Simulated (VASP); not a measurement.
Here is a VASP 6.6.1 calculation.

File INCAR:

```
ALGO = Fast
EDIFF = 1E-6
ENCUT = 520
GGA = PS
ISIF = 2
ISMEAR = 0
LASPH = T
LCHARG = F
LREAL = F
LWAVE = F
NBANDS = 21
NELM = 60
PREC = Accurate
SIGMA = 0.15
```

KPOINTS

```
k-points
0
Gamma
  18 18 18
```

Contents of POSCAR:

```
Sn
1.0
   -3.0230045586      3.0230045586      1.5128261709
    3.0230045586     -3.0230045586      1.5128261709
    3.0230045586      3.0230045586     -1.5128261709
Sn
2
Direct
    0.7500000000      0.2500000000      0.5000000000
    0.0000000000      0.0000000000      0.0000000000
```

Potentials or basis: VASP PAW PBE potentials, release 64 (Sn_d).

Launch:

```bash
$ cat potpaw_PBE.64/Sn_d/POTCAR > POTCAR
$ mpirun -np 1 vasp_std > vasp.out
```

Q: Estimate the pressure.

A: -1.1 GPa.

Q: Predict the band gap on the k mesh.

A: Zero (band 14 reaches 8.83 eV, above the bottom of band 15 at 5.16 eV).

Stress tensor (GPa, compression positive):
```
-2.87  0.00  0.00
 0.00 -2.87  0.00
 0.00  0.00  2.45
```

Caveat: the PAW data sets were made with another functional, which shifts forces and pressure a little; spin-orbit coupling is left out, which moves the levels of the heavy elements.
